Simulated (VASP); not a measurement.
# H17O8F in VASP: further runs

H17O8F is run at these levels: PBE; tasks: single point.

All numbers are computed with VASP 6.6.1; they aren't measurements. Logs are shortened: lines on timing, memory, paths and dates and some standing lists are left out, and cuts for length are marked.

### Step 1. The cell of the first run

The cell holds a disordered packing, 26 atoms: a = 6.495 Å, b = 6.495 Å, c = 6.495 Å, α = 90.00°, β = 90.00°, γ = 90.00°.

### Step 2. Single point, PBE

INCAR reads:

```
PREC = Accurate ; ENCUT = 520
EDIFF = 1E-6 ; ISMEAR = -1
SIGMA = 0.02 ; LREAL = F
LASPH = T ; NELM = 120
ALGO = Normal ; ISIF = 2
LWAVE = F ; LCHARG = F
GGA = PE ; NBANDS = 55
GGA_COMPAT = F
```

KPOINTS reads:

```
regular mesh
0
Gamma
  1 1 1
```

POSCAR reads:

```
H17O8F
1.0
    6.4950650000      0.0000000000      0.0000000000
    0.0000000000      6.4950650000      0.0000000000
    0.0000000000      0.0000000000      6.4950650000
O H F
8 17 1
Direct
    0.1899750041      0.7632872034      0.3344077388
    0.5494787196      0.4056772334      0.3346232871
    0.3086805136      0.0102847316      0.8095992881
    0.8774508030      0.6152671297      1.1055008687
    0.6581920273      1.1281180404      0.6076921478
    0.5311725133      0.8679820756      1.1489030518
    0.5501407607      0.4648298362      0.8901681507
    0.0585367506      0.1199987991      0.2257560163
    0.3351775540      0.7953269136      0.2648010451
    0.1342249847      0.9062880818      0.3279720834
    0.6796698724      0.4804262929      0.2902203442
    0.4956378420      0.3625367875      0.2049094197
    0.4044763216      0.0245109171      0.6880454622
    0.2577649338     -0.1322850503      0.7729868754
    0.8796832672      0.5725269878      0.9662258961
    1.0119375249      0.6568525488      1.1460239428
    0.6097706489      1.2059309645      0.4836903095
    0.7877365354      1.0571718682      0.5593939399
    0.6487694888      0.7687528916      1.1167247749
    0.4618583494      0.9100755728      1.0130922477
    0.4507730100      0.4943753450      0.7816242024
    0.6302015453      0.3471250865      0.8433633844
    0.0961499231      0.1603217212      0.0856958321
    0.0876511628      0.2480806582      0.2945005169
    0.1808449954      0.6822718479      0.5044137357
    0.1642169863      0.6132502138      0.6566370006
```

Potentials or basis: VASP PAW PBE potentials, release 64 (O, H, F).

Run with:

```sh
$ cat potpaw_PBE.64/O/POTCAR potpaw_PBE.64/H/POTCAR potpaw_PBE.64/F/POTCAR > POTCAR
$ mpirun -np 1 vasp_gam > vasp.out
```

OUTCAR:

```text
PREC = Accurate
   ENCUT = 520
   EDIFF = 1E-6
   ISMEAR = -1
   LREAL = F
   LASPH = T
   NELM = 120
   ISIF = 2
   GGA = PE

 ion  position               nearest neighbor table
   1  0.190  0.763  0.334-  10 1.00   9 1.07  25 1.22
   2  0.549  0.406  0.335-  12 0.95  11 1.02
   3  0.309  0.010  0.810-  13 1.01  14 1.01
   4  0.877  0.615  0.106-  15 0.95  16 0.95
   5  0.658  0.128  0.608-  17 1.00  18 1.01
   6  0.531  0.868  0.149-  19 1.02  20 1.03
   7  0.550  0.465  0.890-  22 0.97  21 0.97
   8  0.059  0.120  0.226-  24 0.96  23 0.98
   9  0.335  0.795  0.265-   1 1.07
  10  0.134  0.906  0.328-   1 1.00
  11  0.680  0.480  0.290-   2 1.02
  12  0.496  0.363  0.205-   2 0.95
  13  0.404  0.025  0.688-   3 1.01
  14  0.258  0.868  0.773-   3 1.01
[... 8 lines left out ...]
  23  0.096  0.160  0.086-   8 0.98
  24  0.088  0.248  0.295-   8 0.96
  25  0.181  0.682  0.504-  26 1.09   1 1.22
  26  0.164  0.613  0.657-  25 1.09

  LATTYP: Found a simple cubic cell.
 ALAT       =     6.4950650000

  Lattice vectors:

 A1 = (   6.4950650000,   0.0000000000,   0.0000000000)
 A2 = (   0.0000000000,   6.4950650000,   0.0000000000)
 A3 = (   0.0000000000,   0.0000000000,   6.4950650000)

Analysis of symmetry for initial positions (statically):
=====================================================================
 Subroutine PRICEL returns:
 Original cell was already a primitive cell.

 Routine SETGRP: Setting up the symmetry group for a
 simple cubic supercell.

 Subroutine GETGRP returns: Found  1 space group operations
 (whereof  1 operations were pure point group operations)
 out of a pool of 48 trial point group operations.

The static configuration has the point symmetry C_1 .

Analysis of symmetry for dynamics (positions and initial velocities):
=====================================================================
 Subroutine PRICEL returns:
 Original cell was already a primitive cell.

 Routine SETGRP: Setting up the symmetry group for a
 simple cubic supercell.

 Subroutine GETGRP returns: Found  1 space group operations
 (whereof  1 operations were pure point group operations)
 out of a pool of 48 trial point group operations.

The dynamic configuration has the point symmetry C_1 .

 Subroutine INISYM returns: Found  1 space group operations
 (whereof  1 operations are pure point group operations),
 and found     1 'primitive' translations

----------------------------------------------------------------------------------------

                                     Primitive cell

  volume of cell :     274.0000

  direct lattice vectors                    reciprocal lattice vectors
     6.495065000  0.000000000  0.000000000     0.153963047  0.000000000  0.000000000
     0.000000000  6.495065000  0.000000000     0.000000000  0.153963047  0.000000000
     0.000000000  0.000000000  6.495065000     0.000000000  0.000000000  0.153963047

  length of vectors
     6.495065000  6.495065000  6.495065000     0.153963047  0.153963047  0.153963047

  position of ions in fractional coordinates (direct lattice)
     0.189975004  0.763287203  0.334407739
     0.549478720  0.405677233  0.334623287
     0.308680514  0.010284732  0.809599288
     0.877450803  0.615267130  0.105500869
     0.658192027  0.128118040  0.607692148
     0.531172513  0.867982076  0.148903052
[... 18 lines left out ...]
     0.180844995  0.682271848  0.504413736
     0.164216986  0.613250214  0.656637001

  ion indices of the primitive-cell ions
   primitive index   ion index
                 1           1
                 2           2
                 3           3
                 4           4
                 5           5
                 6           6
[... 18 lines left out ...]
                25          25
                26          26

----------------------------------------------------------------------------------------

 KPOINTS: regular mesh

Automatic generation of k-mesh.
 Grid dimensions read from file:
 generate k-points for:    1    1    1

 Generating k-lattice:

  Cartesian coordinates                     Fractional coordinates (reciprocal lattice)
     0.153963047  0.000000000  0.000000000     1.000000000  0.000000000  0.000000000
     0.000000000  0.153963047  0.000000000     0.000000000  1.000000000  0.000000000
     0.000000000  0.000000000  0.153963047     0.000000000  0.000000000  1.000000000

  Length of vectors
     0.153963047  0.153963047  0.153963047

  Shift w.r.t. Gamma in fractional coordinates (k-lattice)
     0.000000000  0.000000000  0.000000000

 Subroutine IBZKPT returns following result:
 ===========================================

 Found      1 irreducible k-points:

 Following reciprocal coordinates:
            Coordinates               Weight
  0.000000  0.000000  0.000000      1.000000
   k-points           NKPTS =      1   k-points in BZ     NKDIM =      1   number of bands    NBANDS=     55
   number of dos      NEDOS =    301   number of ions     NIONS =     26
   total plane-waves  NPLWV = 110592
   dimension x,y,z NGX =    48 NGY =   48 NGZ =   48
   dimension x,y,z NGXF=    96 NGYF=   96 NGZF=   96
   ions per type =               8  17   1
   NGX,Y,Z   is equivalent  to a cutoff of  12.29, 12.29, 12.29 a.u.
   NGXF,Y,Z  is equivalent  to a cutoff of  24.57, 24.57, 24.57 a.u.
 SYSTEM =  unknown system
   PREC   = accura    normal or accurate (medium, high low for compatibility)
   ISTART =      0    job   : 0-new  1-cont  2-samecut
   ICHARG =      2    charge: 1-file 2-atom 10-const
   ISPIN  =      1    spin polarized calculation?
   LNONCOLLINEAR =      F non collinear calculations
   LSORBIT =      F    spin-orbit coupling
   LASPH  =      T    aspherical Exc in radial PAW
   ENCUT  =  520.0 eV  38.22 Ry    6.18 a.u.  12.08 12.08 12.08*2*pi/ulx,y,z
   NELM   =    120;   NELMIN=  2; NELMDL= -5     # of ELM steps
   EDIFF  = 0.1E-05   stopping-criterion for ELM
   LREAL  =      F    real-space projection
   EDIFFG = 0.1E-04   stopping-criterion for IOM
   NSW    =      0    number of steps for IOM
   IBRION =     -1    ionic relax: 0-MD 1-quasi-New 2-CG
   NFREE  =      0    steps in history (QN), initial steepest desc. (CG)
   ISIF   =      2    stress and relaxation
   ISYM   =      2    0-nonsym 1-usesym 2-fastsym
   POTIM  = 0.5000    time-step for ionic-motion
   TEBEG  =    0.0;   TEEND  =   0.0 temperature during run
   PSTRESS=    0.0 pullay stress
   NELECT =      72.0000    total number of electrons
   NUPDOWN=      -1.0000    fix difference up-down
   EMIN   =  10.00;   EMAX   =-10.00  energy-range for DOS
   EFERMI =   0.00;   METHOD = LEGACY
   ISMEAR =    -1;   SIGMA  =   0.02  broadening in eV -4-tet -1-fermi 0-gaus
   EFERMI_NEDOS =   21; number of points for ismear=-14 and -15
   IALGO  =     38    algorithm
   IMIX   =      4    mixing-type and parameters
     AMIX     =   0.40;   BMIX     =  1.00
     AMIX_MAG =   1.60;   BMIX_MAG =  1.00
  volume/ion in A,a.u.               =      10.54        71.12
  Fermi-wavevector in a.u.,A,eV,Ry     =   1.048581  1.981532 14.959919  1.099523
  Thomas-Fermi vector in A             =   2.183509
   LORBIT       =      0    0 simple, 1 ext, 2 COOP (PROOUT), +10 PAW based schemes
   GGA     = PE    functional components
   LHFCALC =     F    Hartree Fock is set to
   AEXX    =    0.0000 exact exchange contribution
   IVDW    =     0    specifies the selected vdW correction
   LEPSILON=     F    determine dielectric tensor
   LRPA    =     F    only Hartree local field effects (RPA)
 non-spin polarized calculation
  energy-cutoff  :      520.00
  volume of cell :      274.00
 maximum number of plane-waves:      3625
   NGX = 25   NGY = 25   NGZ = 25

 number of electron      71.9999995 magnetization

 Free energy of the ion-electron system (eV)
  ---------------------------------------------------
  ext. energy  EPLUGINS =         0.00000000
  ---------------------------------------------------
  free energy    TOTEN  =      -124.93577267 eV

  energy without entropy =     -124.93577267  energy(sigma->0) =     -124.93577267

 E-fermi :  -3.2991     XC(G=0):  -6.6503

 val. band max:       -3.7820253167   @ k =   0.0000   0.0000   0.0000
 cond. band min:       0.7341793206   @ k =   0.0000   0.0000   0.0000
 fundamental gap:      4.5162046372
 Fermi energy:        -3.2991226934

 k-point     1 :       0.0000    0.0000    0.0000
  band No.  band energies     occupation
      1     -24.8632      2.00000
      2     -23.4355      2.00000
      3     -22.9596      2.00000
      4     -22.5411      2.00000
      5     -22.2618      2.00000
      6     -21.9933      2.00000
[... 40 lines left out ...]
     47       6.7412      0.00000
     48       6.9173      0.00000
 [bands above 48 left out]

------------------------ aborting loop because EDIFF is reached ----------------------------------------

  FORCE on cell =-STRESS in cart. coord.  units (eV):
  Direction    XX          YY          ZZ          XY          YZ          ZX
  --------------------------------------------------------------------------------------
  -------------------------------------------------------------------------------------
  Total       -2.7649542      0.4831796      2.4700983      0.8179646      0.7354105      2.5836008
  in kB      -16.1676919      2.8253268     14.4435621      4.7829364      4.3002121     15.1072527
  external PRESSURE =       0.3670657 kB  Pullay stress =       0.0000000 kB

 VOLUME and BASIS-vectors are now :
 -----------------------------------------------------------------------------
  energy-cutoff  :      520.00
  volume of cell :      274.00
      direct lattice vectors                 reciprocal lattice vectors
     6.495065000  0.000000000  0.000000000     0.153963047  0.000000000  0.000000000
     0.000000000  6.495065000  0.000000000     0.000000000  0.153963047  0.000000000
     0.000000000  0.000000000  6.495065000     0.000000000  0.000000000  0.153963047

 POSITION                                       TOTAL-FORCE (eV/Angst)
 -----------------------------------------------------------------------------------
      1.23390      4.95760      2.17200         1.039426      0.712096     -1.050924
      3.56890      2.63490      2.17340         1.496646      0.772060      0.571336
      2.00490      0.06680      5.25840        -0.001771     -1.689558     -1.222007
      5.69910      3.99620      0.68523        -1.491177     -0.283441      0.899426
      4.27500      0.83214      3.94700         1.365815     -0.916657     -0.454481
      3.45000      5.63760      0.96714        -0.167189     -0.293371     -1.014767
[... 18 lines left out ...]
      1.17460      4.43140      3.27620         0.064730     -0.169529      0.233399
      1.06660      3.98310      4.26490         0.104634     -0.047612      0.563807
 -----------------------------------------------------------------------------------
    total drift:                               -0.000489      0.001410      0.000612

  FREE ENERGIE OF THE ION-ELECTRON SYSTEM (eV)
  ---------------------------------------------------
  free  energy   TOTEN  =      -124.9357726704 eV

  energy  without entropy=     -124.9357726704  energy(sigma->0) =     -124.93577267
```

It took 16 s on 1 thread of AMD EPYC 9R45 (Zen 5), shared host; peak memory 0.27 GiB.

Results:

| Item | Value |
| --- | --- |
| Free energy | -124.9358 eV |
| Pressure | 0.0 GPa |
| Largest force | 2.085 eV/Å |

Forces on the atoms (eV/Å):
```
O    1.039  0.712 -1.051
O    1.497  0.772  0.571
O   -0.002 -1.690 -1.222
O   -1.491 -0.283  0.899
O    1.366 -0.917 -0.454
O   -0.167 -0.293 -1.015
O    0.001  0.180  0.257
O   -0.024  0.614 -0.437
H    0.024 -0.661  0.361
H   -0.322 -0.010 -0.078
H   -1.118 -0.664  0.318
H   -0.383 -0.196 -1.146
H    0.095  0.569  1.073
H   -0.222  0.758  0.496
H   -0.071 -0.358 -1.417
H    1.438  0.581  0.636
H    0.216  0.383 -0.003
H   -1.476  0.635  0.512
H   -1.012  0.865  0.174
H    0.807 -0.167  0.852
H   -0.102 -0.107 -0.076
H   -0.204 -0.283 -0.501
H   -0.006 -0.661 -0.340
H   -0.054  0.437  0.793
H    0.065 -0.170  0.233
F    0.105 -0.048  0.564
```

Caveat: the k points lie up to 0.97 Å⁻¹ apart; the atoms stand as in a frame of molecular dynamics.

### Step 3. Single point, PBE

INCAR reads:

```
SYSTEM = H17O8F
ALGO = Normal ; EDIFF = 1E-6
ENCUT = 520 ; GGA = PE
GGA_COMPAT = .False. ; ISIF = 2
ISMEAR = -1 ; LASPH = .True.
LCHARG = .False. ; LREAL = .False.
LWAVE = .False. ; NBANDS = 55
NELM = 120 ; PREC = Accurate
SIGMA = 0.02
```

KPOINTS reads:

```
k-points
0
Gamma
  1 1 1
  0 0 0
```

POSCAR reads:

```
H17O8F
1.0
    6.4950650000      0.0000000000      0.0000000000
    0.0000000000      6.4950650000      0.0000000000
    0.0000000000      0.0000000000      6.4950650000
O H F
8 17 1
Direct
    0.2145782991      0.7435799334      0.3431682362
    0.5777463351      0.3334993568      0.2787500972
    0.3084803616      0.0244493319      0.8503533067
    0.8686595130      0.5979616832      1.1112590867
    0.7048890196      1.1364628376      0.6156982263
    0.5492631713      0.8906916251      1.1606658286
    0.5328968994      0.5098178386      0.7995608974
    0.0121322881      0.1301295676      0.2692505772
    0.3475715793      0.7558661846      0.2673876243
    0.1605526658      0.8875969679      0.3323908229
    0.6743273547      0.4436291246      0.2208599914
    0.4950219898      0.3003049238      0.1547020700
    0.3635529437      0.0850183947      0.7237956818
    0.2198746279     -0.0944255369      0.8080288650
    0.8795447005      0.5345750966      0.9705984467
    1.0159867530      0.6078461109      1.1610353399
    0.6620564998      1.2042989562      0.4847834471
    0.6609787585      0.9944627190      0.5977923239
    0.6456286427      0.7809005761      1.1106432345
    0.4819351307      0.9347712456      1.0379264873
    0.3993493522      0.5297868459      0.7413320729
    0.5907562126      0.3833217989      0.7366669926
    0.0441104131      0.1446636793      0.1172428605
   -0.1296060932      0.0787059098      0.2717755711
    0.2002751320      0.6623644259      0.5293711456
    0.1496674783      0.6369605231      0.6842579712
```

Potentials or basis: VASP PAW PBE potentials, release 64 (O, H, F).

Run with:

```sh
$ cat potpaw_PBE.64/O/POTCAR potpaw_PBE.64/H/POTCAR potpaw_PBE.64/F/POTCAR > POTCAR
$ mpirun -np 1 vasp_gam > vasp.out
```

OUTCAR:

```text
SYSTEM = H17O8F
   EDIFF = 1E-6
   ENCUT = 520
   GGA = PE
   ISIF = 2
   ISMEAR = -1
   LASPH = .True.
   LREAL = .False.
   NELM = 120
   PREC = Accurate

 ion  position               nearest neighbor table
   1  0.215  0.744  0.343-   9 1.00  10 1.00  25 1.32
   2  0.578  0.333  0.279-  12 0.99  11 1.02
   3  0.308  0.024  0.850-  13 0.98  14 1.00
   4  0.869  0.598  0.111-  15 1.00  16 1.01
   5  0.705  0.136  0.616-  18 0.97  17 1.00
   6  0.549  0.891  0.161-  20 0.95  19 1.00
   7  0.533  0.510  0.800-  21 0.96  22 0.99
   8  0.012  0.130  0.269-  24 0.98  23 1.01
   9  0.348  0.756  0.267-   1 1.00
  10  0.161  0.888  0.332-   1 1.00
  11  0.674  0.444  0.221-   2 1.02
  12  0.495  0.300  0.155-   2 0.99
  13  0.364  0.085  0.724-   3 0.98
  14  0.220  0.906  0.808-   3 1.00
[... 8 lines left out ...]
  23  0.044  0.145  0.117-   8 1.01
  24  0.870  0.079  0.272-   8 0.98
  25  0.200  0.662  0.529-  26 1.07   1 1.32
  26  0.150  0.637  0.684-  25 1.07

  LATTYP: Found a simple cubic cell.
 ALAT       =     6.4950650000

  Lattice vectors:

[... 205 lines left out ...]
 fundamental gap:      4.4389261530
 Fermi energy:        -3.1994064527

 k-point     1 :       0.0000    0.0000    0.0000
  band No.  band energies     occupation
      1     -25.4982      2.00000
      2     -23.1816      2.00000
      3     -22.5619      2.00000
      4     -22.4367      2.00000
      5     -22.2395      2.00000
      6     -22.0650      2.00000
[... 40 lines left out ...]
     47       6.6887      0.00000
     48       6.7626      0.00000
 [bands above 48 left out]

------------------------ aborting loop because EDIFF is reached ----------------------------------------

  FORCE on cell =-STRESS in cart. coord.  units (eV):
  Direction    XX          YY          ZZ          XY          YZ          ZX
  --------------------------------------------------------------------------------------
  -------------------------------------------------------------------------------------
  Total       -0.6063650     -1.8920273     -1.7970408     -1.1279190     -1.3024663      1.1927142
  in kB       -3.5456362    -11.0633710    -10.5079503     -6.5953523     -7.6159939      6.9742335
  external PRESSURE =      -8.3723192 kB  Pullay stress =       0.0000000 kB

 VOLUME and BASIS-vectors are now :
 -----------------------------------------------------------------------------
  energy-cutoff  :      520.00
  volume of cell :      274.00
      direct lattice vectors                 reciprocal lattice vectors
     6.495065000  0.000000000  0.000000000     0.153963047  0.000000000  0.000000000
     0.000000000  6.495065000  0.000000000     0.000000000  0.153963047  0.000000000
     0.000000000  0.000000000  6.495065000     0.000000000  0.000000000  0.153963047

 POSITION                                       TOTAL-FORCE (eV/Angst)
 -----------------------------------------------------------------------------------
      1.39370      4.82960      2.22890        -0.175217      0.171024     -0.509688
      3.75250      2.16610      1.81050         0.112768      1.166036     -1.402096
      2.00360      0.15880      5.52310        -0.751513     -0.563172     -0.151341
      5.64200      3.88380      0.72263         1.152336     -0.616590     -1.178805
      4.57830      0.88634      3.99900        -0.260904      0.061076     -0.013342
      3.56750      5.78510      1.04354         1.352641     -1.662903      1.041400
[... 18 lines left out ...]
      1.30080      4.30210      3.43830        -0.663745      0.466394      0.392823
      0.97210      4.13710      4.44430         0.307682     -0.096905     -0.197451
 -----------------------------------------------------------------------------------
    total drift:                                0.000401      0.002127     -0.001764

  FREE ENERGIE OF THE ION-ELECTRON SYSTEM (eV)
  ---------------------------------------------------
  free  energy   TOTEN  =      -124.9069410705 eV

  energy  without entropy=     -124.9069410705  energy(sigma->0) =     -124.90694107
```

It took 16 s on 1 thread of AMD EPYC 9R45 (Zen 5), shared host; peak memory 0.26 GiB.

Results:

```yaml
Free_energy: -124.9069 eV
Pressure: -0.8 GPa
Largest_force: 2.383 eV/Å
```

Forces on the atoms (eV/Å):
```
O   -0.175  0.171 -0.510
O    0.113  1.166 -1.402
O   -0.752 -0.563 -0.151
O    1.152 -0.617 -1.179
O   -0.261  0.061 -0.013
O    1.353 -1.663  1.041
O    1.535 -0.643  0.501
O    0.697 -0.371 -1.601
H    0.606  0.142  0.089
H   -0.378 -0.107  0.185
H   -0.380 -0.954  0.696
H    0.378 -0.041  0.809
H   -0.062 -0.074  0.225
H    0.589  0.578 -0.030
H   -0.181  0.686  1.017
H   -1.191  0.099  0.003
H    0.003 -0.025 -0.163
H    0.099 -0.098  0.124
H   -0.209  0.603  0.417
H   -0.891  0.767 -1.531
H   -1.096  0.149 -0.345
H   -0.275  0.346  0.207
H   -0.303 -0.174  1.476
H   -0.015  0.192 -0.061
H   -0.664  0.466  0.393
F    0.308 -0.097 -0.197
```

Stress tensor (GPa, compression positive):
```
-0.35 -0.66  0.70
-0.66 -1.11 -0.76
 0.70 -0.76 -1.05
```

Levels at points of the mesh, in eV from the Fermi level:
| k point | band 34 | band 35 | band 36 | band 37 | band 38 | band 39 |
| --- | --- | --- | --- | --- | --- | --- |
| (0.00, 0.00, 0.00) | -0.88 | -0.69 | -0.50 | 3.94 | 7.06 | 7.30 |

Caveat: the k points lie up to 0.97 Å⁻¹ apart; the atoms stand as in a frame of molecular dynamics.
